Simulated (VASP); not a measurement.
Set up this calculation in VASP 6.6.1, as the native input.

```yaml
Task: relaxation of cell and atoms
Functional: LDA
Potentials_or_basis: VASP PAW LDA potentials, release 64 (Ti_sv, O)
Cutoff: 600 eV
k_mesh: 8 × 8 × 7
Occupations: methfessel-paxton, width 0.02 eV
Spin: no spin polarisation
Target_pressure: 20 GPa
Dipole_correction: no
Further_INCAR_settings: ALGO = Normal; EDIFF = 1e-07; IBRION = 2; EDIFFG = -0.01; NSW = 60; ISIF = 3
```

The structure of TiO2 lies in POSCAR:

```
TiO2
1.0
    3.0700000000      0.0000000000      0.0000000000
   -1.5350000000      2.6586979896      0.0000000000
    0.0000000000      0.0000000000      3.3770000000
Ti O
1 2
Direct
    0.0000000000      0.0000000000      0.0000000000
    0.3333333333      0.6666666667      0.5000000000
    0.6666666667      0.3333333333      0.5000000000
```

One way to write it, as run:

INCAR

```
SYSTEM = TiO2
PREC = Accurate
ENCUT = 600
EDIFF = 1E-7
ISMEAR = 1
SIGMA = 0.02
LREAL = .False.
LASPH = .True.
NELM = 80
ALGO = Normal
ISIF = 3
LWAVE = .False.
LCHARG = .False.
IBRION = 2
NSW = 60
EDIFFG = -0.01
PSTRESS = 200.0
```

KPOINTS

```
Automatic mesh
0
Gamma
  8 8 7
  0 0 0
```

Potentials or basis: VASP PAW LDA potentials, release 64 (Ti_sv, O).

Launch:

```bash
$ cat potpaw_LDA.64/Ti_sv/POTCAR potpaw_LDA.64/O/POTCAR > POTCAR
$ mpirun -np 1 vasp_std > vasp.out
```

Results of the run:

```
Relaxed volume                                         : 7.76 Å³/atom
Relaxed cell                                           : a = 3.329 Å, b = 3.329 Å, c = 2.425 Å, α = 90.00°, β = 90.00°, γ = 120.00°
Space group after relaxing (to 0.05 Å)                 : P6/mmm (No. 191)
Energy change on relaxing (the enthalpy is what falls) : -1345.3 meV/atom
Ionic steps                                            : 9
Pressure after relaxing                                : 20.0 GPa
Band gap on the k mesh                                 : zero (band 12 reaches 11.75 eV, above the bottom of band 13 at 9.33 eV)
```

Caveat: the cell is relaxed towards a set pressure, so the enthalpy falls and the energy may rise; the volume moved by over 15 % at a fixed basis, so the end points are rough; semilocal functionals often make such compounds metallic where correlation or magnetic order opens a gap, which also shifts bond lengths.

Wall time 81 s on 1 thread of AMD EPYC 9R45 96-Core Processor (Zen 5), with other jobs on the host, peak memory 0.13 GiB.
